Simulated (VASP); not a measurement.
# ZrGeO: single point with HSE06

ZrGeO:

```
Zr O Ge
1.0
     3.57062    0.00000    0.00000
     0.00000    3.57062    0.00000
     0.00000    0.00000    8.04404
Zr O Ge
2 2 2
Direct
  0.00000 0.50000 0.27000
  0.50000 0.00000 0.73000
  0.00000 0.50000 0.62500
  0.50000 0.00000 0.37500
  0.00000 0.00000 0.00000
  0.50000 0.50000 0.00000
```

* Program: VASP 6.6.1
* Task: single point
* Functional: HSE06
* Potentials or basis: VASP PAW PBE potentials, release 64 (Zr_sv, O, Ge_d)
* Cutoff: 520 eV
* k mesh: 3 × 3 × 1
* Occupations: gaussian, width 0.0736 eV
* Spin: no spin polarisation
* Dipole correction: no
* Grid for exact exchange (PRECFOCK): Fast
* Further INCAR settings: ALGO = Normal; EDIFF = 1e-07; NBANDS = 41
* Share of exact exchange: 0.25
* Screening parameter: 0.2079 1/Å

The pressure is -18.9 GPa. The largest force is 2.819 eV/Å and the band gap on the k mesh is 1.28 eV (least direct gap 1.51 eV).

Forces on the atoms (eV/Å):
```
Zr   0.000  0.000  2.819
Zr   0.000  0.000 -2.819
O    0.000  0.000  0.884
O    0.000  0.000 -0.884
Ge   0.000  0.000  0.000
Ge   0.000  0.000  0.000
```

Stress tensor (GPa, compression positive):
```
-19.86   0.00   0.00
  0.00 -19.86   0.00
  0.00   0.00 -17.02
```

Levels at points of the mesh, in eV from the valence-band top:
```tsv
k point	band 28	band 29	band 30	band 31	band 32	band 33	band 34	band 35	band 36	band 37
(0.00, 0.00, 0.00)	-2.50	-2.46	-2.46	-1.71	-1.32	1.28	1.83	2.11	2.28	2.28
```

Run time: 3.6 min on 1 thread of Intel Xeon 8259CL, on a shared host, peak memory 0.32 GiB.

Caveat: the k points lie up to 0.78 Å⁻¹ apart; the PAW data sets were made with another functional, which shifts forces and pressure a little; an odd mesh through Γ misses points on the zone boundary, where band edges can lie.
